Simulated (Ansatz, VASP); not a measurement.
# SnO2: VASP beside Ansatz

INCAR

```
SYSTEM = SnO2
PREC     = Accurate       ! precision mode
ENCUT    = 520            ! plane-wave cutoff, eV
EDIFF    = 1E-7           ! SCF threshold, eV
ISMEAR   = 0              ! smearing method
SIGMA    = 0.05           ! smearing width, eV
LREAL    = .FALSE.        ! projectors in reciprocal space
LASPH    = .TRUE.         ! aspherical terms in the spheres
NELM     = 60             ! most SCF steps
ALGO     = Normal         ! electronic algorithm
ISIF     = 2              ! what is computed and relaxed
LWAVE    = .FALSE.        ! write WAVECAR
LCHARG   = .FALSE.        ! write CHGCAR
NBANDS   = 35             ! bands
```

KPOINTS

```
Automatic mesh
0
G
  6 6 8
  0 0 0
```

The input POSCAR:

```
SnO2
1.0
    4.7112489678     -0.0198230759      0.0273959840
   -0.0198355672      4.7034070191      0.0184808709
    0.0185106324      0.0124790983      3.2615390834
Sn O
2 4
Direct
    0.5783789727      0.5655030110      0.4778488406
    0.0186650335      0.0016623519      0.0848996684
    0.2499952339      0.3966533735     -0.0027646154
    0.7537236780      0.0534737824      0.4505865238
    0.2112611291      0.7744880174      0.5806013935
    0.6879759527      0.7082194637     -0.0911718109
```

Input for Ansatz:

```yaml
crystal:
  lattice:
    - [4.7112489678, -0.0198230759, 0.027395984]
    - [-0.0198355672, 4.7034070191, 0.0184808709]
    - [0.0185106324, 0.0124790983, 3.2615390834]
  atoms:
    - { symbol: Sn, position: [0.5783789727, 0.565503011, 0.4778488406] }
    - { symbol: Sn, position: [0.0186650335, 0.0016623519, 0.0848996684] }
    - { symbol: O, position: [0.2499952339, 0.3966533735, -0.0027646154] }
    - { symbol: O, position: [0.753723678, 0.0534737824, 0.4505865238] }
    - { symbol: O, position: [0.2112611291, 0.7744880174, 0.5806013935] }
    - { symbol: O, position: [0.6879759527, 0.7082194637, -0.0911718109] }
basis:
  ecutwfc: 420
kpoints:
  mp_grid: { grid: [6, 6, 8] }
hamiltonian:
  xc: lda
scf:
  occupations: { method: gaussian, width: 0.05 }
output:
  forces: true
  stress: true
  eigenvalues: true
```

Change from the starting cell: all atoms moved at random, sigma 0.25 Å a component, cell strained at random, sigma 0.01.

Alike in both runs: task single point; functional LDA; k mesh 6 × 6 × 8; occupations gaussian, width 0.05 eV; no spin polarisation.

|  | VASP | Ansatz |
| --- | --- | --- |
| version | VASP 6.6.1 | Ansatz 0.2.0 |
| potentials or method | VASP PAW LDA potentials, release 64 (Sn_d, O), cutoff 520 eV | scalar-relativistic, plane waves, PAW |
| valence electrons in the cell | 52 | 52 |

VASP gave:

```
gap on the k mesh at the Fermi level (eV)                     : 0.19
least direct gap on the mesh (eV)                             : 0.59
pressure (GPa)                                                : 22.4
traceless stress, the component that is largest in VASP (GPa) : 23.37
rms of the force components (eV/Å)                            : 5.768
```

Question: Which values does Ansatz return?

Answer: gap on the k mesh at the Fermi level (eV): 0.19; least direct gap on the mesh (eV): 0.59; pressure (GPa): 23.0; traceless stress, the component that is largest in VASP (GPa): 24.37; rms of the force components (eV/Å): 5.986.

LDA's correlation is that of Perdew and Zunger in VASP and of Perdew and Wang (1992) in Ansatz. Atom by atom the forces differ by 0.252 eV/Å (rms over components).
